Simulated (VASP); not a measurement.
# ZrSi2 (P4/mmm) in VASP: notebook

The runs below take ZrSi2 through relaxation of cell and atoms, single point, with PBE.

Program: VASP 6.6.1. These are calculated values, not measurements. Logs are shortened: lines on timing, memory, paths and dates and some standing lists are left out, and cuts for length are marked.

### 1 The cell of the first run

The structure is tetragonal, space group P4/mmm (No. 123). The conventional cell has a = 3.665 Å, b = 3.665 Å, c = 4.254 Å, α = 90.00°, β = 90.00°, γ = 90.00°. Within 3.7 Å of Zr (site symmetry 4/mmm) lie 8 Si at 2.75 Å and 4 Zr at 3.67 Å. Within 2.5 Å of Si (site symmetry 4mm) lie 2 Si at 1.83 to 2.42 Å.

The cell was generated, and may not be a known phase.

### 2 Relaxation of cell and atoms, PBE

Contents of INCAR:

```
SYSTEM = ZrSi2
PREC = Accurate
ENCUT = 600
EDIFF = 1E-6
ISMEAR = 0
SIGMA = 0.1
LREAL = .FALSE.
LASPH = .TRUE.
NELM = 100
ALGO = Normal
ISIF = 3
LWAVE = .FALSE.
LCHARG = .FALSE.
GGA = PE
IBRION = 2
NSW = 90
EDIFFG = -0.04
```

Contents of KPOINTS:

```
Automatic mesh
0
G
  6 6 4
  0 0 0
```

Contents of POSCAR:

```
ZrSi2
1.0
    3.6650587800      0.0000000000      0.0000000000
    0.0000000000      3.6650587800      0.0000000000
    0.0000000000      0.0000000000      4.2539074500
Zr Si
1 2
Direct
    0.5000000000      0.5000000000      0.0000000000
    0.0000000000      0.0000000000      0.2154144500
    0.0000000000      0.0000000000      0.7845855500
```

Potentials or basis: VASP PAW PBE potentials, release 64 (Zr_sv, Si).

Started as:

```sh
cat potpaw_PBE.64/Zr_sv/POTCAR potpaw_PBE.64/Si/POTCAR > POTCAR
mpirun -np 1 vasp_std > vasp.out
```

OUTCAR:

```text
SYSTEM = ZrSi2
   PREC = Accurate
   ENCUT = 600
   EDIFF = 1E-6
   ISMEAR = 0
   LREAL = .FALSE.
   LASPH = .TRUE.
   NELM = 100
   ISIF = 3
   GGA = PE
   IBRION = 2
   NSW = 90
   EDIFFG = -0.04

 ion  position               nearest neighbor table
   1  0.500  0.500  0.000-   2 2.75   3 2.75   2 2.75   3 2.75   2 2.75   3 2.75   2 2.75   3 2.75

   2  0.000  0.000  0.215-   3 1.83   3 2.42   1 2.75   1 2.75   1 2.75   1 2.75
   3  0.000  0.000  0.785-   2 1.83   2 2.42   1 2.75   1 2.75   1 2.75   1 2.75

  LATTYP: Found a simple tetragonal cell.
 ALAT       =     3.6650587800
 C/A-ratio  =     1.1606655460

  Lattice vectors:

 A1 = (   3.6650587800,   0.0000000000,   0.0000000000)
 A2 = (   0.0000000000,   3.6650587800,   0.0000000000)
 A3 = (   0.0000000000,   0.0000000000,   4.2539074500)

Analysis of symmetry for initial positions (statically):
=====================================================================
 Subroutine PRICEL returns:
 Original cell was already a primitive cell.

 Routine SETGRP: Setting up the symmetry group for a
 simple tetragonal supercell.

 Subroutine GETGRP returns: Found 16 space group operations
 (whereof 16 operations were pure point group operations)
 out of a pool of 16 trial point group operations.

The static configuration has the point symmetry D_4h.

Analysis of symmetry for dynamics (positions and initial velocities):
=====================================================================
 Subroutine PRICEL returns:
 Original cell was already a primitive cell.

 Routine SETGRP: Setting up the symmetry group for a
 simple tetragonal supercell.

 Subroutine GETGRP returns: Found 16 space group operations
 (whereof 16 operations were pure point group operations)
 out of a pool of 16 trial point group operations.

The dynamic configuration has the point symmetry D_4h.

 Subroutine INISYM returns: Found 16 space group operations
 (whereof 16 operations are pure point group operations),
 and found     1 'primitive' translations

----------------------------------------------------------------------------------------

                                     Primitive cell

  volume of cell :      57.1413

  direct lattice vectors                    reciprocal lattice vectors
     3.665058780  0.000000000  0.000000000     0.272846920  0.000000000  0.000000000
     0.000000000  3.665058780  0.000000000     0.000000000  0.272846920  0.000000000
     0.000000000  0.000000000  4.253907450     0.000000000  0.000000000  0.235077987

  length of vectors
     3.665058780  3.665058780  4.253907450     0.272846920  0.272846920  0.235077987

  position of ions in fractional coordinates (direct lattice)
     0.500000000  0.500000000  0.000000000
     0.000000000  0.000000000  0.215414450
[... 113 lines left out ...]
  energy-cutoff  :      600.00
  volume of cell :       57.14
 maximum number of plane-waves:      1953
 NGX is ok and might be reduce to    30
   NGX = 15   NGY = 15   NGZ = 17

--------------------------------------- Ionic step        1  -------------------------------------------

 number of electron      19.9999999 magnetization

 Free energy of the ion-electron system (eV)
  ---------------------------------------------------
  ext. energy  EPLUGINS =         0.00000000
  ---------------------------------------------------
  free energy    TOTEN  =       -17.12367234 eV

  energy without entropy =      -17.11398360  energy(sigma->0) =      -17.11882797

------------------------ aborting loop because EDIFF is reached ----------------------------------------

  FORCE on cell =-STRESS in cart. coord.  units (eV):
  Direction    XX          YY          ZZ          XY          YZ          ZX
  --------------------------------------------------------------------------------------
  -------------------------------------------------------------------------------------
  Total        0.1592930      0.1592930     21.4504407      0.0000000      0.0000000      0.0000000
  in kB        4.4663961      4.4663961    601.4463252      0.0000000      0.0000000      0.0000000
  external PRESSURE =     203.4597058 kB  Pullay stress =       0.0000000 kB
[... 24 lines left out ...]
--------------------------------------- Ionic step        2  -------------------------------------------

 number of electron      19.9999999 magnetization

 E-fermi :   4.9847     XC(G=0):  -9.2733

 val. band max:        4.9729056617   @ k =   0.3333   0.3333   0.5000
 cond. band min:       5.0121894840   @ k =   0.3333   0.0000   0.5000
 fundamental gap:      0.0392838223
 Fermi energy:         4.9846691957

 k-point     1 :       0.0000    0.0000    0.0000
  band No.  band energies     occupation
      1     -45.0962      2.00000
      2     -23.1699      2.00000
      3     -22.8819      2.00000
      4     -22.8819      2.00000
      5      -5.4609      2.00000
      6       0.3547      2.00000
      7       0.9590      2.00000
      8       4.2177      2.00000
      9       4.8153      1.98340
     10       4.8153      1.98340
     11       5.1527      0.01750
     12       5.8558      0.00000
     13       5.8558      0.00000
     14      10.4133      0.00000
[... 458 lines left out ...]
  FREE ENERGIE OF THE ION-ELECTRON SYSTEM (eV)
  ---------------------------------------------------
  free  energy   TOTEN  =       -18.7975703070 eV

  energy  without entropy=      -18.7923488090  energy(sigma->0) =      -18.79495956

[... ionic steps 4 to 10 ...]

--------------------------------------- Ionic step       11  -------------------------------------------

 number of electron      20.0000001 magnetization

------------------------ aborting loop because EDIFF is reached ----------------------------------------
[... 69 lines left out ...]
--------------------------------------- Ionic step       13  -------------------------------------------

 number of electron      20.0000001 magnetization

 Free energy of the ion-electron system (eV)
  ---------------------------------------------------
  ext. energy  EPLUGINS =         0.00000000
  ---------------------------------------------------
  free energy    TOTEN  =       -19.72120786 eV

  energy without entropy =      -19.71025447  energy(sigma->0) =      -19.71573117

 E-fermi :   7.4730     XC(G=0): -10.2892

 val. band max:        7.4676076511   @ k =   0.1667   0.0000   0.0000
 cond. band min:       7.5082285053   @ k =   0.1667   0.0000   0.5000
 fundamental gap:      0.0406208542
 Fermi energy:         7.4729760119

 k-point     1 :       0.0000    0.0000    0.0000
  band No.  band energies     occupation
      1     -41.3066      2.00000
      2     -19.5400      2.00000
      3     -19.2170      2.00000
      4     -19.2170      2.00000
      5      -3.3670      2.00000
      6       2.3075      2.00000
      7       2.9276      2.00000
      8       5.9885      2.00000
      9       7.9188      0.00000
     10       7.9188      0.00000
     11       8.0553      0.00000
     12       8.0553      0.00000
     13       8.9385      0.00000
     14       9.5143      0.00000
[... 421 lines left out ...]
  FREE ENERGIE OF THE ION-ELECTRON SYSTEM (eV)
  ---------------------------------------------------
  free  energy   TOTEN  =       -19.7212078633 eV

  energy  without entropy=      -19.7102544676  energy(sigma->0) =      -19.71573117

 reached required accuracy - stopping structural energy minimisation
```

OSZICAR:

```text
N       E                     dE             d eps       ncg     rms          rms(c)
DAV:   1     0.122040674008E+03    0.12204E+03   -0.10359E+04   840   0.143E+03
[... 123 lines left out ...]
       N       E                     dE             d eps       ncg     rms          rms(c)
DAV:   1    -0.197223995144E+02   -0.14358E-02   -0.38607E-02   888   0.170E+00    0.199E-01
DAV:   2    -0.197213014066E+02    0.10981E-02   -0.53072E-03  1016   0.510E-01    0.726E-02
DAV:   3    -0.197212238816E+02    0.77525E-04   -0.26980E-04  1208   0.123E-01    0.368E-02
DAV:   4    -0.197212084487E+02    0.15433E-04   -0.88614E-05  1316   0.559E-02    0.141E-02
DAV:   5    -0.197212088123E+02   -0.36357E-06   -0.10493E-05  1230   0.204E-02    0.983E-03
DAV:   6    -0.197212078633E+02    0.94901E-06   -0.28658E-06   896   0.124E-02
  13 F= -.19721208E+02 E0= -.19715731E+02  d E =-.243658E-03
```

CONTCAR:

```text
ZrSi2
   1.00000000000000
     3.5327554305388977   -0.0000000000000000   -0.0000000000000000
    -0.0000000000000000    3.5327554305388977   -0.0000000000000000
     0.0000000000000000    0.0000000000000000    4.8367188204645437
  Zr              Si
     1     2
Direct
     0.5000000000000000    0.5000000000000000    1.0000000000000000
     0.0000000000000000    0.0000000000000000    0.2573231617370995
     0.0000000000000000    0.0000000000000000    0.7426768382629005

  0.00000000E+00  0.00000000E+00  0.00000000E+00
  0.00000000E+00  0.00000000E+00  0.00000000E+00
  0.00000000E+00  0.00000000E+00  0.00000000E+00
```

Run time: 1.8 min. Hardware: 1 thread of Intel Xeon 6975P-C (Granite Rapids), shared host; peak memory 0.2 GiB.

Results:

```yaml
Free_energy: -19.7212 eV
Relaxed_volume: 20.12 Å³/atom
Relaxed_cell: a = 3.533 Å, b = 3.533 Å, c = 4.837 Å, α = 90.00°, β = 90.00°, γ = 90.00°
Space_group_after_relaxing_to_0.1_Å: P4/mmm (No. 123)
Pressure_after_relaxing: 0.0 GPa
Largest_force_after_relaxing: 0.015 eV/Å
Band_gap_on_the_k_mesh: zero (bands 10 and 11 overlap by 2.51 eV)
```

Forces on the atoms (eV/Å):
```
Zr   0.000  0.000  0.000
Si   0.000  0.000 -0.015
Si   0.000  0.000  0.015
```

Stress tensor (GPa, compression positive):
```
-0.11  0.00  0.00
 0.00 -0.11  0.00
 0.00  0.00  0.13
```

Final structure:
```
Zr Si
1.0
     3.53276    0.00000    0.00000
     0.00000    3.53276    0.00000
     0.00000    0.00000    4.83672
Zr Si
1 2
Direct
  0.50000 0.50000 0.00000
  0.00000 0.00000 0.25732
  0.00000 0.00000 0.74268
```

Caveat: the k points lie up to 0.32 Å⁻¹ apart in the final cell, too coarse for converged energies and pressures of a metal.

### 3 Single point, PBE, collinear spin

This run uses another cell than the first one, of 20.11 Å³/atom.

Contents of INCAR:

```
PREC = Accurate ; ENCUT = 520
EDIFF = 1E-6 ; ISMEAR = 0
SIGMA = 0.1 ; LREAL = F
LASPH = T ; NELM = 150
ALGO = Normal ; ISIF = 2
LWAVE = F ; LCHARG = F
ISPIN = 2 ; MAGMOM = 1 0 0
LORBIT = 11 ; LMAXMIX = 4
GGA = PE ; NBANDS = 21
```

Contents of KPOINTS:

```
regular mesh
0
Gamma
  6 6 4
```

Contents of POSCAR:

```
ZrSi2
1.0
    3.5354140718      0.0000000000      0.0000000000
    0.0000000000      3.5354140718      0.0000000000
    0.0000000000      0.0000000000      4.8257882915
Zr Si
1 2
Direct
    0.5000000000      0.5000000000      0.0000000000
    0.0000000000      0.0000000000      0.2569034616
    0.0000000000      0.0000000000      0.7430965384
```

Potentials or basis: VASP PAW PBE potentials, release 64 (Zr_sv, Si).

Started as:

```sh
cat potpaw_PBE.64/Zr_sv/POTCAR potpaw_PBE.64/Si/POTCAR > POTCAR
mpirun -np 1 vasp_std > vasp.out
```

Wall time 28 s (1 thread of Intel Xeon 6975P-C (Granite Rapids), shared host); peak memory 0.22 GiB.

Results (log left out):

* Free energy: -19.7216 eV
* Pressure: 0.0 GPa
* Largest force: 0.016 eV/Å
* Band gap on the k mesh: zero (filled and empty bands overlap)
* Net moment: 0.00 μB per cell
* Valence electrons inside the program's atomic spheres: Zr 9.83; Si 1.66

Forces in eV/Å, atoms in the order of the input:
```
Zr   0.000  0.000  0.000
Si   0.000  0.000  0.016
Si   0.000  0.000 -0.016
```

Stress tensor (GPa, compression positive):
```
-0.11  0.00  0.00
 0.00 -0.11  0.00
 0.00  0.00  0.34
```

Levels at points of the mesh, in eV from the Fermi level:
Spin up:
```csv
k point,band 6,band 7,band 8,band 9,band 10,band 11,band 12,band 13,band 14,band 15
"(0.00, 0.00, 0.00)",-5.17,-4.52,-1.49,0.42,0.42,0.58,0.58,1.46,2.02,5.80
"(0.50, 0.00, 0.00)",-5.31,-4.73,-3.62,-1.78,-0.68,0.34,1.72,3.75,4.64,4.83
"(0.50, 0.50, 0.00)",-3.75,-3.12,-3.12,-2.06,-2.06,-2.05,0.07,4.19,4.26,4.26
"(0.00, 0.00, 0.50)",-8.84,-1.34,-0.35,-0.35,-0.14,1.70,1.70,1.95,2.06,5.19
"(0.50, 0.00, 0.50)",-7.68,-4.30,-2.96,-1.48,-0.08,1.31,1.45,2.42,3.26,3.86
"(0.50, 0.50, 0.50)",-6.80,-3.54,-3.54,-1.68,-1.68,1.93,2.88,3.72,4.20,4.33
```
Spin down:
```csv
k point,band 6,band 7,band 8,band 9,band 10,band 11,band 12,band 13,band 14,band 15
"(0.00, 0.00, 0.00)",-5.17,-4.52,-1.49,0.42,0.42,0.58,0.58,1.46,2.02,5.80
"(0.50, 0.00, 0.00)",-5.31,-4.73,-3.62,-1.78,-0.68,0.34,1.72,3.75,4.64,4.83
"(0.50, 0.50, 0.00)",-3.75,-3.13,-3.13,-2.06,-2.06,-2.05,0.07,4.19,4.26,4.26
"(0.00, 0.00, 0.50)",-8.84,-1.34,-0.35,-0.35,-0.14,1.70,1.70,1.95,2.06,5.19
"(0.50, 0.00, 0.50)",-7.68,-4.30,-2.96,-1.48,-0.08,1.31,1.45,2.42,3.26,3.86
"(0.50, 0.50, 0.50)",-6.80,-3.54,-3.54,-1.68,-1.68,1.93,2.88,3.72,4.20,4.33
```

### 4 Single point, PBE

This run uses another cell than the first one, of 20.19 Å³/atom.

Contents of INCAR:

```
SYSTEM = ZrSi2
PREC = Accurate
ENCUT = 520
EDIFF = 1E-7
ISMEAR = 0
SIGMA = 0.1
LREAL = .FALSE.
LASPH = .TRUE.
NELM = 60
ALGO = Normal
ISIF = 2
LWAVE = .FALSE.
LCHARG = .FALSE.
GGA = PE
NBANDS = 17
```

Contents of KPOINTS:

```
Automatic mesh
0
G
  14 14 10
  0 0 0
```

Contents of POSCAR:

```
ZrSi2
1.0
    3.4964733841      0.0000000000      0.0000000000
    0.0000000000      3.4964733841      0.0000000000
    0.0000000000      0.0000000000      4.9542662519
Zr Si
1 2
Direct
    0.5000000000      0.5000000000      0.0000000000
    0.0000000000      0.0000000000      0.2586430985
    0.0000000000      0.0000000000      0.7413569015
```

Started as:

```sh
cat potpaw_PBE.64/Zr_sv/POTCAR potpaw_PBE.64/Si/POTCAR > POTCAR
mpirun -np 1 vasp_std > vasp.out
```

Wall time 86 s (1 thread of Intel Xeon 6975P-C (Granite Rapids), shared host); peak memory 0.34 GiB.

Results (log left out):

| Property | Result |
| --- | --- |
| Free energy | -19.7282 eV |
| Pressure | 0.0 GPa |
| Largest force | 0.011 eV/Å |
| Band gap on the k mesh | zero (bands 10 and 11 overlap by 2.80 eV) |

Forces on the atoms (eV/Å):
```
Zr   0.000  0.000  0.000
Si   0.000  0.000  0.011
Si   0.000  0.000 -0.011
```

Levels at points of the mesh, in eV from the Fermi level:
| k point | band 8 | band 9 | band 10 | band 11 | band 12 | band 13 |
| --- | --- | --- | --- | --- | --- | --- |
| (0.00, 0.00, 0.00) | -1.42 | 0.60 | 0.60 | 0.77 | 0.77 | 1.58 |
| (0.50, 0.00, 0.00) | -3.41 | -1.50 | -0.64 | 0.09 | 1.80 | 3.96 |
| (0.50, 0.50, 0.00) | -2.94 | -2.22 | -2.20 | -2.20 | 0.17 | 4.35 |
| (0.00, 0.00, 0.50) | -0.43 | -0.21 | -0.21 | 1.62 | 2.01 | 2.01 |
| (0.50, 0.00, 0.50) | -2.95 | -1.24 | -0.22 | 1.15 | 1.58 | 2.67 |
| (0.50, 0.50, 0.50) | -3.51 | -1.54 | -1.54 | 1.82 | 2.97 | 3.39 |

### 5 Relaxation of cell and atoms, PBE

This run uses another cell than the first one, of 20.11 Å³/atom.

Contents of INCAR:

```
PREC     = Accurate       # precision mode
ENCUT    = 600            # plane-wave cutoff, eV
EDIFF    = 1E-7           # SCF threshold, eV
ISMEAR   = 0              # smearing method
SIGMA    = 0.1            # smearing width, eV
LREAL    = False          # projectors in reciprocal space
LASPH    = True           # aspherical terms in the spheres
NELM     = 60             # most SCF steps
ALGO     = Normal         # electronic algorithm
ISIF     = 3              # what is computed and relaxed
LWAVE    = False          # write WAVECAR
LCHARG   = False          # write CHGCAR
GGA      = PE             # functional
IBRION   = 2              # ionic algorithm
NSW      = 100            # ionic steps
EDIFFG   = -0.01          # ionic threshold
```

Contents of KPOINTS:

```
regular mesh
0
Gamma
  14 14 10
```

Contents of POSCAR:

```
ZrSi2
1.0
    3.5354140718      0.0000000000      0.0000000000
    0.0000000000      3.5354140718      0.0000000000
    0.0000000000      0.0000000000      4.8257882915
Zr Si
1 2
Direct
    0.5000000000      0.5000000000      0.0000000000
    0.0000000000      0.0000000000      0.2569034616
    0.0000000000      0.0000000000      0.7430965384
```

Started as:

```sh
cat potpaw_PBE.64/Zr_sv/POTCAR potpaw_PBE.64/Si/POTCAR > POTCAR
mpirun -np 1 vasp_std > vasp.out
```

It took 5.5 min on 1 thread of Intel Xeon 6975P-C (Granite Rapids), shared host; peak memory 0.36 GiB.

The run converged. Its results:

| Quantity | Value |
| --- | --- |
| Free energy | -19.7284 eV |
| Relaxed volume | 20.19 Å³/atom |
| Relaxed cell | a = 3.497 Å, b = 3.497 Å, c = 4.953 Å, α = 90.00°, β = 90.00°, γ = 90.00° |
| Space group after relaxing (to 0.1 Å) | P4/mmm (No. 123) |
| Energy gained by relaxing | 5.9 meV/atom |
| Ionic steps | 7 |
| Pressure after relaxing | 0.0 GPa |
| Band gap on the k mesh | zero (bands 10 and 11 overlap by 2.80 eV) |

Step by step:
| step | energy change (eV) | largest force (eV/Å) | pressure (GPa) | volume (Å³) |
| --- | --- | --- | --- | --- |
| 1 | 0.0000 | 0.0283 | 0.30 | 60.32 |
| 2 | -0.0146 | 0.0833 | -0.03 | 60.64 |
| 3 | -0.0160 | 0.1309 | -0.19 | 60.77 |
| 4 | -0.0175 | 0.0546 | 0.04 | 60.58 |
| 5 | -0.0177 | 0.0134 | 0.17 | 60.47 |
| 6 | -0.0177 | 0.0160 | -0.17 | 60.66 |
| 7 | -0.0177 | 0.0013 | 0.00 | 60.56 |

Final structure:
```xyz
3
Lattice="3.4968 0.0000 0.0000 0.0000 3.4968 0.0000 0.0000 0.0000 4.9532" Properties=species:S:1:pos:R:3 pbc="T T T"
Zr    1.7484    1.7484    0.0000
Si    0.0000    0.0000    1.2818
Si    0.0000    0.0000    3.6714
```

Levels at points of the mesh, in eV from the Fermi level:
| k point | band 8 | band 9 | band 10 | band 11 | band 12 | band 13 |
| --- | --- | --- | --- | --- | --- | --- |
| (0.00, 0.00, 0.00) | -1.42 | 0.60 | 0.60 | 0.77 | 0.77 | 1.58 |
| (0.50, 0.00, 0.00) | -3.41 | -1.49 | -0.64 | 0.09 | 1.80 | 3.96 |
| (0.50, 0.50, 0.00) | -2.94 | -2.21 | -2.20 | -2.20 | 0.17 | 4.35 |
| (0.00, 0.00, 0.50) | -0.42 | -0.21 | -0.21 | 1.62 | 2.01 | 2.01 |
| (0.50, 0.00, 0.50) | -2.95 | -1.24 | -0.22 | 1.15 | 1.58 | 2.67 |
| (0.50, 0.50, 0.50) | -3.51 | -1.54 | -1.54 | 1.82 | 2.97 | 3.38 |

### 6 The runs side by side

| task | spin | cell | k mesh | cutoff (eV) | gap on the mesh (eV) | pressure (GPa) | relaxed volume (Å³/atom) | largest force (eV/Å) |
| --- | --- | --- | --- | --- | --- | --- | --- | --- |
| relaxation of cell and atoms | off | relaxed from a = 3.665, b = 3.665, c = 4.254 Å, 3 atoms, atomic positions A | 6 × 6 × 4 | 600 | none | 0.0 | 20.12 | 0.02 |
| single point | collinear | a = 3.535, b = 3.535, c = 4.826 Å, 3 atoms, atomic positions B | 6 × 6 × 4 | 520 | none | 0.0 | - | 0.02 |
| single point | off | a = 3.496, b = 3.496, c = 4.954 Å, 3 atoms, atomic positions C | 14 × 14 × 10 | 520 | none | 0.0 | - | 0.01 |
| relaxation of cell and atoms | off | relaxed from a = 3.535, b = 3.535, c = 4.826 Å, 3 atoms, atomic positions B | 14 × 14 × 10 | 600 | none | 0.0 | 20.19 | - |

Alike in all rows: level PBE; potentials or basis VASP PAW PBE potentials, release 64 (Zr_sv, Si); smearing gaussian 0.1 eV.

Caveats: some runs use coarse meshes.

Total energies depend on the potentials used, so only differences within one code and one set of settings carry meaning.

The gap in the log of VASP goes by the Fermi energy; the results here count the filled bands.